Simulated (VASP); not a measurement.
# SiNi (Pmmn) in VASP: single point with BLYP

Aim: the single point of SiNi with BLYP.

Everything below comes from runs of VASP 6.6.1. Logs are shortened: lines on timing, memory, paths and dates and some standing lists are left out, and cuts for length are marked.

### Step 1. The cell of the first run

The structure is orthorhombic, space group Pmmn (No. 59). Conventional cell: a = 3.000 Å, b = 3.345 Å, c = 4.769 Å, α = 90.00°, β = 90.00°, γ = 90.00°. Within 3.1 Å of Ni (site symmetry mm2) lie 6 Si at 2.38 to 2.41 Å and 6 Ni at 2.70 to 3.00 Å. Si (site symmetry mm2) has 6 Ni at 2.38 to 2.41 Å and 6 Si at 2.70 to 3.00 Å within 3.1 Å.

### Step 2. Single point, BLYP, collinear spin, ferromagnetic start

The input, INCAR:

```
PREC = Accurate
ENCUT = 520
EDIFF = 1E-6
ISMEAR = -1
SIGMA = 0.05
LREAL = False
LASPH = True
NELM = 150
ALGO = Normal
ISIF = 2
LWAVE = False
LCHARG = False
ISPIN = 2
MAGMOM = 1 1 0 0
LORBIT = 11
LMAXMIX = 4
GGA = B5
ALDAX = 1.0
AGGAX = 1.0
AGGAC = 1.0
ALDAC = 0.0
NBANDS = 26
```

The input, KPOINTS:

```
Automatic mesh
0
Gamma
  9 8 6
```

The input, POSCAR:

```
SiNi
1.0
    3.0004866984      0.0000000000      0.0000000000
    0.0000000000      3.3446619823      0.0000000000
    0.0000000000      0.0000000000      4.7691846927
Ni Si
2 2
Direct
    0.5000000000      0.5000000000      0.3424955900
    0.0000000000      0.0000000000      0.6575044100
    0.5000000000      0.5000000000      0.8431431600
    0.0000000000      0.0000000000      0.1568568400
```

Potentials or basis: VASP PAW PBE potentials, release 64 (Ni, Si).

Started as:

```console
> cat potpaw_PBE.64/Ni/POTCAR potpaw_PBE.64/Si/POTCAR > POTCAR
> mpirun -np 1 vasp_std > vasp.out
```

OUTCAR:

```text
PREC = Accurate
   ENCUT = 520
   EDIFF = 1E-6
   ISMEAR = -1
   LREAL = False
   LASPH = True
   NELM = 150
   ISIF = 2
   ISPIN = 2
   LORBIT = 11
   GGA = B5

 ion  position               nearest neighbor table
   1  0.500  0.500  0.342-   3 2.38   3 2.39   4 2.41   4 2.41   4 2.41   4 2.41   2 2.70   2 2.70
                             2 2.70   2 2.70
   2  0.000  0.000  0.658-   4 2.38   4 2.39   3 2.41   3 2.41   3 2.41   3 2.41   1 2.70   1 2.70
                             1 2.70   1 2.70
   3  0.500  0.500  0.843-   1 2.38   1 2.39   2 2.41   2 2.41   2 2.41   2 2.41   4 2.70   4 2.70
                             4 2.70   4 2.70
   4  0.000  0.000  0.157-   2 2.38   2 2.39   1 2.41   1 2.41   1 2.41   1 2.41   3 2.70   3 2.70
                             3 2.70   3 2.70

  LATTYP: Found a simple orthorhombic cell.
 ALAT       =     3.0004866984
 B/A-ratio  =     1.1147064855
 C/A-ratio  =     1.5894703667

  Lattice vectors:

 A1 = (   3.0004866984,   0.0000000000,   0.0000000000)
 A2 = (   0.0000000000,   3.3446619823,   0.0000000000)
 A3 = (   0.0000000000,   0.0000000000,   4.7691846927)

Analysis of symmetry for initial positions (statically):
=====================================================================
 Subroutine PRICEL returns:
 Original cell was already a primitive cell.

 Routine SETGRP: Setting up the symmetry group for a
 simple orthorhombic supercell.

 Subroutine GETGRP returns: Found  8 space group operations
 (whereof  4 operations were pure point group operations)
 out of a pool of  8 trial point group operations.

The static configuration has the point symmetry C_2v.
 The point group associated with its full space group is D_2h.

Analysis of symmetry for dynamics (positions and initial velocities):
=====================================================================
 Subroutine PRICEL returns:
 Original cell was already a primitive cell.

 Routine SETGRP: Setting up the symmetry group for a
 simple orthorhombic supercell.

 Subroutine GETGRP returns: Found  8 space group operations
 (whereof  4 operations were pure point group operations)
 out of a pool of  8 trial point group operations.

The dynamic configuration has the point symmetry C_2v.
 The point group associated with its full space group is D_2h.

Analysis of structural, dynamic, and magnetic symmetry:
=====================================================================
 Subroutine PRICEL returns:
 Original cell was already a primitive cell.

 Routine SETGRP: Setting up the symmetry group for a
 simple orthorhombic supercell.

 Subroutine GETGRP returns: Found  8 space group operations
 (whereof  4 operations were pure point group operations)
 out of a pool of  8 trial point group operations.

The overall configuration has the point symmetry C_2v.
 The point group associated with its full space group is D_2h.

 Subroutine INISYM returns: Found  8 space group operations
 (whereof  4 operations are pure point group operations),
 and found     1 'primitive' translations

----------------------------------------------------------------------------------------

                                     Primitive cell

  volume of cell :      47.8617

  direct lattice vectors                    reciprocal lattice vectors
     3.000486698  0.000000000  0.000000000     0.333279265  0.000000000  0.000000000
     0.000000000  3.344661982  0.000000000     0.000000000  0.298983875  0.000000000
     0.000000000  0.000000000  4.769184693     0.000000000  0.000000000  0.209679445

  length of vectors
     3.000486698  3.344661982  4.769184693     0.333279265  0.298983875  0.209679445

  position of ions in fractional coordinates (direct lattice)
     0.500000000  0.500000000  0.342495590
     0.000000000  0.000000000  0.657504410
     0.500000000  0.500000000  0.843143160
     0.000000000  0.000000000  0.156856840

  ion indices of the primitive-cell ions
   primitive index   ion index
                 1           1
                 2           2
                 3           3
                 4           4

----------------------------------------------------------------------------------------

 KPOINTS: Automatic mesh

Automatic generation of k-mesh.
 Grid dimensions read from file:
 generate k-points for:    9    8    6

 Generating k-lattice:

  Cartesian coordinates                     Fractional coordinates (reciprocal lattice)
     0.037031029  0.000000000  0.000000000     0.111111111  0.000000000  0.000000000
     0.000000000  0.037372984  0.000000000     0.000000000  0.125000000  0.000000000
     0.000000000  0.000000000  0.034946574     0.000000000  0.000000000  0.166666667

  Length of vectors
     0.037031029  0.037372984  0.034946574

  Shift w.r.t. Gamma in fractional coordinates (k-lattice)
     0.000000000  0.000000000  0.000000000

 Subroutine IBZKPT returns following result:
 ===========================================

 Found    100 irreducible k-points:

 Following reciprocal coordinates:
            Coordinates               Weight
  0.000000  0.000000  0.000000      1.000000
  0.111111  0.000000  0.000000      2.000000
  0.222222  0.000000  0.000000      2.000000
  0.333333  0.000000  0.000000      2.000000
  0.444444  0.000000  0.000000      2.000000
  0.000000  0.125000  0.000000      2.000000
[... 16 lines left out ...]
  0.222222  0.500000  0.000000      2.000000
  0.333333  0.500000  0.000000      2.000000
 [... further k-points ...]
   k-points           NKPTS =    100   k-points in BZ     NKDIM =    100   number of bands    NBANDS=     26
   number of dos      NEDOS =    301   number of ions     NIONS =      4
   total plane-waves  NPLWV =  24192
   dimension x,y,z NGX =    24 NGY =   28 NGZ =   36
   dimension x,y,z NGXF=    48 NGYF=   56 NGZF=   72
   ions per type =               2   2
   NGX,Y,Z   is equivalent  to a cutoff of  13.30, 13.92, 12.55 a.u.
   NGXF,Y,Z  is equivalent  to a cutoff of  26.60, 27.83, 25.10 a.u.
 SYSTEM =  unknown system
   PREC   = accura    normal or accurate (medium, high low for compatibility)
   ISTART =      0    job   : 0-new  1-cont  2-samecut
   ICHARG =      2    charge: 1-file 2-atom 10-const
   ISPIN  =      2    spin polarized calculation?
   LNONCOLLINEAR =      F non collinear calculations
   LSORBIT =      F    spin-orbit coupling
   LASPH  =      T    aspherical Exc in radial PAW
   ENCUT  =  520.0 eV  38.22 Ry    6.18 a.u.   5.58  6.22  8.87*2*pi/ulx,y,z
   NELM   =    150;   NELMIN=  2; NELMDL= -5     # of ELM steps
   EDIFF  = 0.1E-05   stopping-criterion for ELM
   LREAL  =      F    real-space projection
   EDIFFG = 0.1E-04   stopping-criterion for IOM
   NSW    =      0    number of steps for IOM
   IBRION =     -1    ionic relax: 0-MD 1-quasi-New 2-CG
   NFREE  =      0    steps in history (QN), initial steepest desc. (CG)
   ISIF   =      2    stress and relaxation
   ISYM   =      2    0-nonsym 1-usesym 2-fastsym
   POTIM  = 0.5000    time-step for ionic-motion
   TEBEG  =    0.0;   TEEND  =   0.0 temperature during run
   PSTRESS=    0.0 pullay stress
   NELECT =      28.0000    total number of electrons
   NUPDOWN=      -1.0000    fix difference up-down
   EMIN   =  10.00;   EMAX   =-10.00  energy-range for DOS
   EFERMI =   0.00;   METHOD = LEGACY
   ISMEAR =    -1;   SIGMA  =   0.05  broadening in eV -4-tet -1-fermi 0-gaus
   EFERMI_NEDOS =   21; number of points for ismear=-14 and -15
   IALGO  =     38    algorithm
   IMIX   =      4    mixing-type and parameters
     AMIX     =   0.40;   BMIX     =  1.00
     AMIX_MAG =   1.60;   BMIX_MAG =  1.00
  volume/ion in A,a.u.               =      11.97        80.75
  Fermi-wavevector in a.u.,A,eV,Ry     =   1.369193  2.587400 25.506716  1.874691
  Thomas-Fermi vector in A             =   2.495090
   LORBIT       =     11    0 simple, 1 ext, 2 COOP (PROOUT), +10 PAW based schemes
   GGA     = B5    functional components
   LHFCALC =     F    Hartree Fock is set to
   AEXX    =    0.0000 exact exchange contribution
   IVDW    =     0    specifies the selected vdW correction
   LEPSILON=     F    determine dielectric tensor
   LRPA    =     F    only Hartree local field effects (RPA)
 spin polarized calculation
  energy-cutoff  :      520.00
  volume of cell :       47.86
 maximum number of plane-waves:      1308
 NGX is ok and might be reduce to    24
   NGX = 11   NGY = 13   NGZ = 17

 number of electron      28.0000001 magnetization      -0.0003939

 number of electron      28.0000001 magnetization       0.0000626

 Free energy of the ion-electron system (eV)
  ---------------------------------------------------
  ext. energy  EPLUGINS =         0.00000000
  ---------------------------------------------------
  free energy    TOTEN  =       -19.44874609 eV

  energy without entropy =      -19.43964138  energy(sigma->0) =      -19.44419374

 E-fermi :  11.3567     XC(G=0): -11.6914

 val. band max:       11.3329987894   @ k =   0.4444   0.3750   0.5000
 cond. band min:      11.3665125767   @ k =   0.1111   0.0000   0.0000
 fundamental gap:      0.0335137873
 Fermi energy:        11.3566711698

 spin component 1

 k-point     1 :       0.0000    0.0000    0.0000
  band No.  band energies     occupation
      1      -2.1907      1.00000
      2       3.3303      1.00000
      3       5.1662      1.00000
      4       7.4507      1.00000
      5       7.8008      1.00000
      6       8.5504      1.00000
[... 685 lines left out ...]
     25      28.0147      0.00000
     26      28.0148      0.00000

 [... further k-points ...]

 spin component 2

 k-point     1 :       0.0000    0.0000    0.0000
  band No.  band energies     occupation
      1      -2.1907      1.00000
      2       3.3303      1.00000
      3       5.1662      1.00000
      4       7.4507      1.00000
      5       7.8008      1.00000
      6       8.5504      1.00000
[... 685 lines left out ...]
     25      28.0148      0.00000
     26      28.0150      0.00000

 [... further k-points ...]
[... 5 lines left out ...]
  --------------------------------------------------------------------------------------
  -------------------------------------------------------------------------------------
  Total        2.3586187      1.7303060      0.2880444      0.0000000      0.0000000      0.0000000
  in kB       78.9551096     57.9222486      9.6423273      0.0000000      0.0000000      0.0000000
  external PRESSURE =      48.8398952 kB  Pullay stress =       0.0000000 kB

 VOLUME and BASIS-vectors are now :
 -----------------------------------------------------------------------------
  energy-cutoff  :      520.00
  volume of cell :       47.86
      direct lattice vectors                 reciprocal lattice vectors
     3.000486698  0.000000000  0.000000000     0.333279265  0.000000000  0.000000000
     0.000000000  3.344661982  0.000000000     0.000000000  0.298983875  0.000000000
     0.000000000  0.000000000  4.769184693     0.000000000  0.000000000  0.209679445

 POSITION                                       TOTAL-FORCE (eV/Angst)
 -----------------------------------------------------------------------------------
      1.50024      1.67233      1.63342         0.000000      0.000000     -0.253858
      0.00000      0.00000      3.13576         0.000000      0.000000      0.253858
      1.50024      1.67233      4.02111         0.000000      0.000000     -0.253495
      0.00000      0.00000      0.74808         0.000000      0.000000      0.253495
 -----------------------------------------------------------------------------------
    total drift:                                0.000000      0.000000     -0.000000

  FREE ENERGIE OF THE ION-ELECTRON SYSTEM (eV)
  ---------------------------------------------------
  free  energy   TOTEN  =       -19.4487460922 eV

  energy  without entropy=      -19.4396413802  energy(sigma->0) =      -19.44419374

 total charge

# of ion       s       p       d       tot
------------------------------------------
    1        0.462   0.556   8.494   9.512
    2        0.462   0.556   8.494   9.512
    3        0.763   0.843   0.000   1.607
    4        0.763   0.843   0.000   1.607
--------------------------------------------------
tot          2.451   2.798  16.988  22.237

 magnetization (x)

# of ion       s       p       d       tot
------------------------------------------
    1       -0.000  -0.000   0.000   0.000
    2       -0.000  -0.000   0.000   0.000
    3        0.000   0.000   0.000   0.000
    4        0.000   0.000   0.000   0.000
--------------------------------------------------
tot         -0.000  -0.000   0.000   0.000
```

It took 7.7 min on 1 thread of Oxide Virtual Turin-like, shared host; peak memory 0.27 GiB.

Results:

| Quantity | Value |
| --- | --- |
| Free energy | -19.4487 eV |
| Pressure | 4.9 GPa |
| Largest force | 0.254 eV/Å |
| Band gap on the k mesh | zero (filled and empty bands overlap) |
| Net moment | 0.00 μB per cell |
| Valence electrons inside the program's atomic spheres | Ni 9.51; Si 1.61 |

Forces in eV/Å, atoms in the order of the input:
```
Ni   0.000  0.000 -0.254
Ni   0.000  0.000  0.254
Si   0.000  0.000 -0.253
Si   0.000  0.000  0.253
```

Stress tensor (GPa, compression positive):
```
7.90 0.00 0.00
0.00 5.79 0.00
0.00 0.00 0.96
```

Levels at points of the mesh, in eV from the Fermi level:
Spin up:
```csv
k point,band 12,band 13,band 14,band 15,band 16,band 17
"(0.00, 0.00, 0.00)",-1.91,-1.89,-1.25,1.18,2.46,4.85
"(0.00, 0.50, 0.00)",-2.13,-2.10,-2.10,1.04,1.04,4.72
"(0.00, 0.00, 0.50)",-1.95,1.01,1.62,1.85,2.43,2.70
"(0.00, 0.50, 0.50)",-1.97,-1.92,-1.92,5.05,5.05,5.10
```
Spin down:
```
           k point  band 12  band 13  band 14  band 15  band 16  band 17
(0.00, 0.00, 0.00)    -1.91    -1.89    -1.25     1.18     2.46     4.85
(0.00, 0.50, 0.00)    -2.13    -2.10    -2.10     1.04     1.04     4.72
(0.00, 0.00, 0.50)    -1.95     1.01     1.62     1.85     2.43     2.70
(0.00, 0.50, 0.50)    -1.97    -1.92    -1.92     5.05     5.05     5.10
```

Caveat: the PAW data sets were made with another functional, which shifts forces and pressure a little.
